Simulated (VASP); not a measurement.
Input of a VASP 6.6.1 run:

POSCAR

```
BaTe
1.0
    0.0000000000      3.3639132694      3.3639132694
    3.3639132694      0.0000000000      3.3639132694
    3.3639132694      3.3639132694      0.0000000000
Ba Te
1 1
Direct
    0.0000000000      0.0000000000      0.0000000000
    0.5000000000      0.5000000000      0.5000000000
```

Contents of INCAR.step1:

```
SYSTEM = BaTe
PREC     = Accurate       ! precision mode
ENCUT    = 520            ! plane-wave cutoff, eV
EDIFF    = 1E-5           ! SCF threshold, eV
ISMEAR   = -1             ! smearing method
SIGMA    = 0.05           ! smearing width, eV
LREAL    = .False.        ! projectors in reciprocal space
LASPH    = .True.         ! aspherical terms in the spheres
NELM     = 100            ! most SCF steps
ALGO     = Normal         ! electronic algorithm
ISIF     = 2              ! what is computed and relaxed
LWAVE    = .True.         ! write WAVECAR
GGA      = PE             ! functional
NBANDS   = 15             ! bands
```

File INCAR.step2:

```
SYSTEM = BaTe
PREC     = Accurate       ! precision mode
ENCUT    = 520            ! plane-wave cutoff, eV
EDIFF    = 1E-6           ! SCF threshold, eV
ISMEAR   = -1             ! smearing method
SIGMA    = 0.05           ! smearing width, eV
LREAL    = .False.        ! projectors in reciprocal space
LASPH    = .True.         ! aspherical terms in the spheres
NELM     = 100            ! most SCF steps
ALGO     = Normal         ! electronic algorithm
ISIF     = 2              ! what is computed and relaxed
LWAVE    = .False.        ! write WAVECAR
LCHARG   = .True.         ! write CHGCAR
GGA      = PE             ! functional
LHFCALC  = .True.         ! exact exchange
HFSCREEN = 0.2079         ! screening, 1/A
PRECFOCK = Normal       
LELF     = .True.         ! ELF
LVHAR    = .True.       
ISTART   = 1            
NBANDS   = 15             ! bands
```

The input KPOINTS:

```
Automatic mesh
0
Gamma
  4 4 4
  0 0 0
```

Potentials or basis: VASP PAW PBE potentials, release 64 (Ba_sv, Te).

Command:

```console
$ cat potpaw_PBE.64/Ba_sv/POTCAR potpaw_PBE.64/Te/POTCAR > POTCAR
$ cp INCAR.step1 INCAR
$ mpirun -np 1 vasp_std > vasp.out
$ cp INCAR.step2 INCAR
$ mpirun -np 1 vasp_std > vasp.out
```

**Question.** Estimate the pressure.

**Answer.** 6.1 GPa.

**Question.** What does it give for the band gap on the k mesh?

**Answer.** 1.91 eV (least direct gap 2.33 eV).

Caveat: the cell stands under pressure; the PAW data sets were made with another functional, which shifts forces and pressure a little; spin-orbit coupling is left out, which moves the levels of the heavy elements. A k mesh can miss the band edges.
